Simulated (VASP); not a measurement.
# Zn27TeS26 (a cell with a defect) in VASP: electric field gradients with PBE

Aim: the electric field gradients of Zn27TeS26 (a cell with a defect) with PBE.

Program: VASP 6.6.1. These are calculated values, not measurements. Logs are shortened: lines on timing, memory, paths and dates and some standing lists are left out, and cuts for length are marked.

## 1. The cell of the first run

The cell holds a defect, 54 atoms: a = 11.464 Å, b = 11.464 Å, c = 11.464 Å, α = 60.00°, β = 60.00°, γ = 60.00°.

## 2. Electric field gradients, PBE

File INCAR:

```
SYSTEM = Zn27TeS26
ALGO = Normal ; EDIFF = 1E-8
ENCUT = 520 ; GGA = PE
ISIF = 2 ; ISMEAR = -1
LASPH = .True. ; LCHARG = .False.
LEFG = .True. ; LREAL = Auto
LUSENCCL = .False. ; LWAVE = .False.
NBANDS = 276 ; NELM = 60
PREC = Accurate ; SIGMA = 0.01
```

File KPOINTS:

```
k-points
0
Gamma
  2 2 2
  0 0 0
```

File POSCAR:

```
Zn27TeS26
1.0
    0.0000000000      8.1060000000      8.1060000000
    8.1060000000      0.0000000000      8.1060000000
    8.1060000000      8.1060000000      0.0000000000
Zn Te S
27 1 26
Direct
    0.0833333333      0.0833333333      0.0833333333
    0.0833333333      0.0833333333      0.4166666667
    0.0833333333      0.0833333333      0.7500000000
    0.0833333333      0.4166666667      0.0833333333
    0.0833333333      0.4166666667      0.4166666667
    0.0833333333      0.4166666667      0.7500000000
    0.0833333333      0.7500000000      0.0833333333
    0.0833333333      0.7500000000      0.4166666667
    0.0833333333      0.7500000000      0.7500000000
    0.4166666667      0.0833333333      0.0833333333
    0.4166666667      0.0833333333      0.4166666667
    0.4166666667      0.0833333333      0.7500000000
    0.4166666667      0.4166666667      0.0833333333
    0.4166666667      0.4166666667      0.4166666667
    0.4166666667      0.4166666667      0.7500000000
    0.4166666667      0.7500000000      0.0833333333
    0.4166666667      0.7500000000      0.4166666667
    0.4166666667      0.7500000000      0.7500000000
    0.7500000000      0.0833333333      0.0833333333
    0.7500000000      0.0833333333      0.4166666667
    0.7500000000      0.0833333333      0.7500000000
    0.7500000000      0.4166666667      0.0833333333
    0.7500000000      0.4166666667      0.4166666667
    0.7500000000      0.4166666667      0.7500000000
    0.7500000000      0.7500000000      0.0833333333
    0.7500000000      0.7500000000      0.4166666667
    0.7500000000      0.7500000000      0.7500000000
    0.0000000000      0.0000000000      0.0000000000
    0.0000000000      0.0000000000      0.3333333333
    0.0000000000      0.0000000000      0.6666666667
    0.0000000000      0.3333333333      0.0000000000
    0.0000000000      0.3333333333      0.3333333333
    0.0000000000      0.3333333333      0.6666666667
    0.0000000000      0.6666666667      0.0000000000
    0.0000000000      0.6666666667      0.3333333333
    0.0000000000      0.6666666667      0.6666666667
    0.3333333333      0.0000000000      0.0000000000
    0.3333333333      0.0000000000      0.3333333333
    0.3333333333      0.0000000000      0.6666666667
    0.3333333333      0.3333333333      0.0000000000
    0.3333333333      0.3333333333      0.3333333333
    0.3333333333      0.3333333333      0.6666666667
    0.3333333333      0.6666666667      0.0000000000
    0.3333333333      0.6666666667      0.3333333333
    0.3333333333      0.6666666667      0.6666666667
    0.6666666667      0.0000000000      0.0000000000
    0.6666666667      0.0000000000      0.3333333333
    0.6666666667      0.0000000000      0.6666666667
    0.6666666667      0.3333333333      0.0000000000
    0.6666666667      0.3333333333      0.3333333333
    0.6666666667      0.3333333333      0.6666666667
    0.6666666667      0.6666666667      0.0000000000
    0.6666666667      0.6666666667      0.3333333333
    0.6666666667      0.6666666667      0.6666666667
```

Potentials or basis: VASP PAW PBE potentials, release 64 (Zn, Te, S).

On the command line:

```bash
cat potpaw_PBE.64/Zn/POTCAR potpaw_PBE.64/Te/POTCAR potpaw_PBE.64/S/POTCAR > POTCAR
mpirun -np 1 vasp_std > vasp.out
```

OUTCAR:

```text
SYSTEM = Zn27TeS26
   EDIFF = 1E-8
   ENCUT = 520
   GGA = PE
   ISIF = 2
   ISMEAR = -1
   LASPH = .True.
   LREAL = Auto
   NELM = 60
   PREC = Accurate

 ion  position               nearest neighbor table
   1  0.083  0.083  0.083-  28 2.34  29 2.34  31 2.34  37 2.34
   2  0.083  0.083  0.417-  29 2.34  30 2.34  32 2.34  38 2.34
   3  0.083  0.083  0.750-  30 2.34  28 2.34  33 2.34  39 2.34
   4  0.083  0.417  0.083-  31 2.34  32 2.34  34 2.34  40 2.34
   5  0.083  0.417  0.417-  33 2.34  35 2.34  41 2.34  32 2.34
   6  0.083  0.417  0.750-  31 2.34  33 2.34  36 2.34  42 2.34
[... 46 lines left out ...]
  53  0.667  0.667  0.333-  17 2.34  23 2.34  25 2.34  26 2.34
  54  0.667  0.667  0.667-  27 2.34  24 2.34  26 2.34  18 2.34

  LATTYP: Found a face centered cubic cell.
 ALAT       =    16.2120000000

  Lattice vectors:

 A1 = (   0.0000000000,   8.1060000000,   8.1060000000)
 A2 = (   8.1060000000,   0.0000000000,   8.1060000000)
 A3 = (   8.1060000000,   8.1060000000,   0.0000000000)

Analysis of symmetry for initial positions (statically):
=====================================================================
 Subroutine PRICEL returns:
 Original cell was already a primitive cell.

 Routine SETGRP: Setting up the symmetry group for a
 face centered cubic supercell.

 Subroutine GETGRP returns: Found 24 space group operations
 (whereof 24 operations were pure point group operations)
 out of a pool of 48 trial point group operations.

The static configuration has the point symmetry T_d .

Analysis of symmetry for dynamics (positions and initial velocities):
=====================================================================
 Subroutine PRICEL returns:
 Original cell was already a primitive cell.

 Routine SETGRP: Setting up the symmetry group for a
 face centered cubic supercell.

 Subroutine GETGRP returns: Found 24 space group operations
 (whereof 24 operations were pure point group operations)
 out of a pool of 48 trial point group operations.

The dynamic configuration has the point symmetry T_d .

 Subroutine INISYM returns: Found 24 space group operations
 (whereof 24 operations are pure point group operations),
 and found     1 'primitive' translations

----------------------------------------------------------------------------------------

                                     Primitive cell

  volume of cell :    1065.2457

  direct lattice vectors                    reciprocal lattice vectors
     0.000000000  8.106000000  8.106000000    -0.061682704  0.061682704  0.061682704
     8.106000000  0.000000000  8.106000000     0.061682704 -0.061682704  0.061682704
     8.106000000  8.106000000  0.000000000     0.061682704  0.061682704 -0.061682704

  length of vectors
    11.463615137 11.463615137 11.463615137     0.106837578  0.106837578  0.106837578

  position of ions in fractional coordinates (direct lattice)
     0.083333333  0.083333333  0.083333333
     0.083333333  0.083333333  0.416666667
     0.083333333  0.083333333  0.750000000
     0.083333333  0.416666667  0.083333333
     0.083333333  0.416666667  0.416666667
     0.083333333  0.416666667  0.750000000
[... 46 lines left out ...]
     0.666666667  0.666666667  0.333333333
     0.666666667  0.666666667  0.666666667

  ion indices of the primitive-cell ions
   primitive index   ion index
                 1           1
                 2           2
                 3           3
                 4           4
                 5           5
                 6           6
[... 46 lines left out ...]
                53          53
                54          54

[... 55 lines left out ...]
   ISIF   =      2    stress and relaxation
   ISYM   =      2    0-nonsym 1-usesym 2-fastsym
   POTIM  = 0.5000    time-step for ionic-motion
   TEBEG  =    0.0;   TEEND  =   0.0 temperature during run
   PSTRESS=    0.0 pullay stress
   NELECT =     486.0000    total number of electrons
   NUPDOWN=      -1.0000    fix difference up-down
   EMIN   =  10.00;   EMAX   =-10.00  energy-range for DOS
   EFERMI =   0.00;   METHOD = LEGACY
   ISMEAR =    -1;   SIGMA  =   0.01  broadening in eV -4-tet -1-fermi 0-gaus
   EFERMI_NEDOS =   21; number of points for ismear=-14 and -15
   IALGO  =     38    algorithm
   IMIX   =      4    mixing-type and parameters
     AMIX     =   0.40;   BMIX     =  1.00
     AMIX_MAG =   1.60;   BMIX_MAG =  1.00
  volume/ion in A,a.u.               =      19.73       133.12
  Fermi-wavevector in a.u.,A,eV,Ry     =   1.260290  2.381602 21.610537  1.588330
  Thomas-Fermi vector in A             =   2.393807
   LORBIT       =      0    0 simple, 1 ext, 2 COOP (PROOUT), +10 PAW based schemes
   GGA     = PE    functional components
   LHFCALC =     F    Hartree Fock is set to
   AEXX    =    0.0000 exact exchange contribution
   IVDW    =     0    specifies the selected vdW correction
   LEPSILON=     F    determine dielectric tensor
   LRPA    =     F    only Hartree local field effects (RPA)
 non-spin polarized calculation
  energy-cutoff  :      520.00
  volume of cell :     1065.25
 maximum number of plane-waves:     28763
 NGX is ok and might be reduce to    90
   NGX = 43   NGY = 43   NGZ = 43

 number of electron     486.0000443 magnetization

 Free energy of the ion-electron system (eV)
  ---------------------------------------------------
  ext. energy  EPLUGINS =         0.00000000
  ---------------------------------------------------
  free energy    TOTEN  =      -181.48766373 eV

  energy without entropy =     -181.48766373  energy(sigma->0) =     -181.48766373

 E-fermi :   2.5734     XC(G=0):  -9.6688

 val. band max:        2.3284976951   @ k =   0.0000   0.0000   0.0000
 cond. band min:       4.4382621398   @ k =   0.0000   0.0000   0.0000
 fundamental gap:      2.1097644446
 Fermi energy:         2.5733533689

 k-point     1 :       0.0000    0.0000    0.0000
  band No.  band energies     occupation
      1     -10.8849      2.00000
      2     -10.2243      2.00000
      3     -10.2243      2.00000
      4     -10.2243      2.00000
      5     -10.2192      2.00000
      6     -10.2192      2.00000
[... 763 lines left out ...]
    254       6.5316      0.00000
    255       6.5453      0.00000
 [bands above 255 left out]

------------------------ aborting loop because EDIFF is reached ----------------------------------------

  FORCE on cell =-STRESS in cart. coord.  units (eV):
  Direction    XX          YY          ZZ          XY          YZ          ZX
  --------------------------------------------------------------------------------------
  -------------------------------------------------------------------------------------
  Total       22.0442171     22.0442171     22.0442171      0.0000000     -0.0000000      0.0000000
  in kB       33.1554913     33.1554913     33.1554913      0.0000000     -0.0000000      0.0000000
  external PRESSURE =      33.1554913 kB  Pullay stress =       0.0000000 kB

 VOLUME and BASIS-vectors are now :
 -----------------------------------------------------------------------------
  energy-cutoff  :      520.00
  volume of cell :     1065.25
      direct lattice vectors                 reciprocal lattice vectors
     0.000000000  8.106000000  8.106000000    -0.061682704  0.061682704  0.061682704
     8.106000000  0.000000000  8.106000000     0.061682704 -0.061682704  0.061682704
     8.106000000  8.106000000  0.000000000     0.061682704  0.061682704 -0.061682704

 POSITION                                       TOTAL-FORCE (eV/Angst)
 -----------------------------------------------------------------------------------
      1.35100      1.35100      1.35100         1.405710      1.405710      1.405710
      4.05300      4.05300      1.35100         0.000000      0.000000     -0.024517
      6.75500      6.75500      1.35100        -1.405710     -1.405710      1.405710
      4.05300      1.35100      4.05300         0.000000     -0.024517      0.000000
      6.75500      4.05300      4.05300         0.024517      0.000000      0.000000
      9.45700      6.75500      4.05300         0.000220     -0.000220      0.004464
[... 46 lines left out ...]
      8.10600      8.10600     10.80800         0.000000      0.000000      0.000027
     10.80800     10.80800     10.80800         0.000262      0.000262      0.000262
 -----------------------------------------------------------------------------------
    total drift:                                0.000002      0.000002      0.000004

  FREE ENERGIE OF THE ION-ELECTRON SYSTEM (eV)
  ---------------------------------------------------
  free  energy   TOTEN  =      -181.4876637286 eV

  energy  without entropy=     -181.4876637286  energy(sigma->0) =     -181.48766373

 Electric field gradients (V/A^2)
---------------------------------------------------------------------
 ion       V_xx      V_yy      V_zz      V_xy      V_xz      V_yz
---------------------------------------------------------------------
   1       0.000    -0.000     0.000   -18.392   -18.392   -18.392
   2       0.353     0.353    -0.706    -0.300     0.003     0.003
   3      -0.000    -0.000     0.000   -18.392    18.398    18.398
   4       0.353    -0.706     0.353     0.003    -0.300     0.003
   5      -0.706     0.353     0.353     0.003     0.003     0.306
   6       0.101     0.101    -0.202     0.083     0.003     0.003
[... 46 lines left out ...]
  53      -0.064    -0.064     0.128     0.104     0.000     0.000
  54       0.000     0.000    -0.000    -0.053    -0.053    -0.053
---------------------------------------------------------------------

 Electric field gradients after diagonalization (V/A^2)
 (convention: |V_zz| > |V_xx| > |V_yy|)
----------------------------------------------------------------------
 ion       V_xx      V_yy      V_zz     asymmetry (V_yy - V_xx)/ V_zz
----------------------------------------------------------------------
   1      18.392    18.392   -36.784       0.000
   2       0.654     0.053    -0.706       0.851
   3      18.400    18.392   -36.792       0.000
   4       0.654     0.053    -0.706       0.851
   5       0.659     0.047    -0.706       0.868
   6       0.184     0.018    -0.202       0.824
[... 46 lines left out ...]
  53       0.128     0.040    -0.167       0.524
  54       0.053     0.053    -0.105       0.000
----------------------------------------------------------------------

           NMR quadrupolar parameters

 Cq : quadrupolar parameter    Cq=e*Q*V_zz/h
 eta: asymmetry parameters     (V_yy - V_xx)/ V_zz
 Q  : nuclear electric quadrupole moment in mb (millibarn)
----------------------------------------------------------------------
 ion       Cq(MHz)       eta       Q (mb)
----------------------------------------------------------------------
   1      -0.089       0.000       1.000
   2      -0.002       0.851       1.000
   3      -0.089       0.000       1.000
   4      -0.002       0.851       1.000
   5      -0.002       0.868       1.000
   6      -0.000       0.824       1.000
[... 46 lines left out ...]
  53      -0.000       0.524       1.000
  54      -0.000       0.000       1.000
----------------------------------------------------------------------
```

It took 5 min on 1 × NVIDIA H100 80GB with 1 thread of AMD EPYC 7R13 (Zen 3), shared host; peak memory 2.3 GiB.

What came out:

| Property | Result |
| --- | --- |
| Free energy | -181.4877 eV |
| Pressure | 3.3 GPa |
| Largest force | 2.435 eV/Å |
| Band gap on the k mesh | 2.11 eV |
| Largest electric field gradient by atom | Zn -36.8, -0.7, -0.2, -0.1, +0.0 (each value once); Te -0.0; S -4.2, +0.1, -0.1, -0.2 (each value once) V/Å² |

Forces on the atoms (eV/Å):
```
Zn   1.406  1.406  1.406
Zn   0.000  0.000 -0.025
Zn  -1.406 -1.406  1.406
Zn   0.000 -0.025  0.000
Zn   0.025  0.000  0.000
Zn   0.000  0.000  0.004
Zn  -1.406  1.406 -1.406
Zn   0.000  0.004  0.000
Zn  -0.004  0.000  0.000
Zn  -0.025  0.000  0.000
Zn   0.000  0.025  0.000
Zn   0.000  0.000  0.004
Zn   0.000  0.000  0.025
Zn  -0.003 -0.003 -0.003
Zn   0.003  0.003 -0.003
Zn   0.000  0.004  0.000
Zn   0.003 -0.003  0.003
Zn  -0.004  0.000  0.000
Zn   1.406 -1.406 -1.406
Zn   0.004  0.000  0.000
Zn   0.000 -0.004  0.000
Zn   0.004  0.000  0.000
Zn  -0.003  0.003  0.003
Zn   0.000 -0.004  0.000
Zn   0.000  0.000 -0.004
Zn   0.000  0.000 -0.004
Zn   0.000  0.000  0.000
Te   0.000  0.000  0.000
S    0.100  0.100  0.028
S   -0.100 -0.100  0.028
S    0.100  0.028  0.100
S    0.001 -0.001 -0.001
S   -0.028 -0.100  0.100
S   -0.100  0.028 -0.100
S   -0.028  0.100 -0.100
S    0.000  0.000  0.000
S    0.028  0.100  0.100
S   -0.001  0.001 -0.001
S   -0.100 -0.028  0.100
S   -0.001 -0.001  0.001
S    0.001  0.001  0.001
S    0.000  0.000  0.000
S   -0.100  0.100 -0.028
S    0.000  0.000  0.000
S    0.000  0.000  0.000
S    0.028 -0.100 -0.100
S    0.100 -0.028 -0.100
S    0.000  0.000  0.000
S    0.100 -0.100 -0.028
S    0.000  0.000  0.000
S    0.000  0.000  0.000
S    0.000  0.000  0.000
S    0.000  0.000  0.000
S    0.000  0.000  0.000
```

Levels at points of the mesh, in eV from the valence-band top:
```
           k point  band 241  band 242  band 243  band 244  band 245  band 246
(0.00, 0.00, 0.00)      0.00      0.00      0.00      2.11      3.30      3.30
(0.50, 0.00, 0.00)     -0.32     -0.20     -0.20      3.18      3.20      3.27
(0.50, 0.50, 0.00)     -0.45     -0.33     -0.33      3.29      3.80      3.81
```

Electric field gradients, principal values (V/Å²):
```csv
atom,least,middle,greatest (by size)
1 Zn,18.392,18.392,-36.784
2 Zn,0.053,0.654,-0.706
3 Zn,18.392,18.400,-36.792
4 Zn,0.053,0.654,-0.706
5 Zn,0.047,0.659,-0.706
6 Zn,0.018,0.184,-0.202
7 Zn,18.392,18.400,-36.792
8 Zn,0.018,0.184,-0.202
9 Zn,0.024,0.178,-0.202
10 Zn,0.053,0.654,-0.706
11 Zn,0.047,0.659,-0.706
12 Zn,0.018,0.184,-0.202
13 Zn,0.047,0.659,-0.706
14 Zn,0.053,0.053,-0.105
15 Zn,0.053,0.061,-0.113
16 Zn,0.018,0.184,-0.202
17 Zn,0.053,0.061,-0.113
18 Zn,0.024,0.178,-0.202
19 Zn,18.392,18.400,-36.792
20 Zn,0.018,0.184,-0.202
21 Zn,0.024,0.178,-0.202
22 Zn,0.018,0.184,-0.202
23 Zn,0.053,0.061,-0.113
24 Zn,0.024,0.178,-0.202
25 Zn,0.024,0.178,-0.202
26 Zn,0.024,0.178,-0.202
27 Zn,-0.003,-0.003,0.006
28 Te,0.000,0.000,-0.001
29 S,2.031,2.122,-4.153
30 S,2.031,2.122,-4.153
31 S,2.031,2.122,-4.153
32 S,-0.046,-0.046,0.092
33 S,2.031,2.122,-4.153
34 S,2.031,2.122,-4.153
35 S,2.031,2.122,-4.153
36 S,0.053,0.053,-0.105
37 S,2.031,2.122,-4.153
38 S,-0.046,-0.046,0.092
39 S,2.031,2.122,-4.153
40 S,-0.046,-0.046,0.092
41 S,-0.046,-0.046,0.092
42 S,0.040,0.128,-0.167
43 S,2.031,2.122,-4.153
44 S,0.040,0.128,-0.167
45 S,0.040,0.128,-0.167
46 S,2.031,2.122,-4.153
47 S,2.031,2.122,-4.153
48 S,0.053,0.053,-0.105
49 S,2.031,2.122,-4.153
50 S,0.040,0.128,-0.167
51 S,0.040,0.128,-0.167
52 S,0.053,0.053,-0.105
53 S,0.040,0.128,-0.167
54 S,0.053,0.053,-0.105
```

Caveat: without QUAD_EFG the Cq values of the log hold for a quadrupole moment of 1 mb, not for the nuclei; spin-orbit coupling is left out, which moves the levels of the heavy elements.
